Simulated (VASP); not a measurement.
Al2O3, 5 atoms in the cell. Symmetry: P-3m1, No. 164, trigonal system. Conventional cell: a = 2.888 Å, b = 2.888 Å, c = 7.530 Å, α = 90.00°, β = 90.00°, γ = 120.00°. Al (site symmetry 3m) has 6 O at 1.80 to 2.16 Å within 2.4 Å. Within 2.9 Å of O (site symmetry -3m) lie 6 Al at 2.16 Å and 12 O at 2.65 to 2.89 Å. Within 2.4 Å of O (site symmetry 3m) lie 3 Al at 1.80 Å. 

| Quantity | Value |
| --- | --- |
| Program | VASP 6.6.1 |
| Task | single point |
| Functional | PBE |
| Potentials or basis | VASP PAW PBE potentials, release 64 (Al, O) |
| Cutoff | 520 eV |
| k mesh | 9 × 9 × 4 |
| Occupations | gaussian, width 0.01 eV |
| Spin | no spin polarisation |
| Dipole correction | no |
| Further INCAR settings | ALGO = Normal; EDIFF = 1e-06; NBANDS = 20 |

Potentials or basis: VASP PAW PBE potentials, release 64 (Al, O).

Launch:

```sh
$ cat potpaw_PBE.64/Al/POTCAR potpaw_PBE.64/O/POTCAR > POTCAR
$ mpirun -np 1 vasp_std > vasp.out
```

Hardware: 1 thread of Intel Xeon 8259CL, on a shared host.

Question: How long does it take, and how much memory?

Answer: It took 61 s on 1 thread of Intel Xeon 8259CL, on a shared host, peak memory 0.19 GiB. Counts: scf iterations 15, k points 43.
